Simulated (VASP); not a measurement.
The system is Al2O3.

```xyz
20
Lattice="4.7931 0.0000 0.0000 -2.3965 4.1509 0.0000 0.0000 0.0000 8.9666" Properties=species:S:1:pos:R:3 pbc="T T T"
Al    0.0000    2.7673    8.6332
Al    0.0000    2.7673    2.2417
Al    0.0000    0.0000    0.0000
Al    0.0000    0.0000    4.4833
Al    0.0000    2.7673    4.8167
Al    2.3965    1.3836    0.3334
Al    2.3965    1.3836    6.7250
Al    2.3965    1.3836    4.1499
O    -1.4691    2.8087    1.0039
O     3.0952    2.6766    5.4872
O    -0.6987    1.4743    3.4794
O     3.8656    1.3422    7.9627
O     0.6987    1.4743    1.0039
O     0.9275    1.3422    5.4872
O    -0.7704    4.0188    3.4794
O     1.6261    0.1321    7.9627
O     1.4691    2.8087    3.4794
O     1.6979    2.6766    7.9627
O     0.7704    4.0188    1.0039
O     3.1669    0.1321    5.4872
```

Base run:

* Program: VASP 6.6.1
* Functional: PBE
* Potentials or basis: VASP PAW PBE potentials, release 64 (Al, O)
* Cutoff: 520 eV
* k mesh: 8 × 8 × 4
* Occupations: fermi-dirac, width 0.02 eV
* Spin: no spin polarisation

Its results: band gap on the k mesh 5.90 eV, direct; pressure 7.9 GPa; largest force 0.257 eV/Å.

Task: The run is repeated on the same cell with these changes: k mesh from 8 × 8 × 4 to 6 × 6 × 3, shifted; further incar settings from LREAL = Auto; ALGO = Normal; EDIFF = 1e-08; NBANDS = 64 to LREAL = Auto; ALGO = Normal; EDIFF = 1e-08; NBANDS = 64; ISYM = 0. What comes out?

Result: Band gap on the k mesh 6.20 eV, direct; pressure 7.9 GPa; largest force 0.257 eV/Å.

A k mesh can miss the band edges.
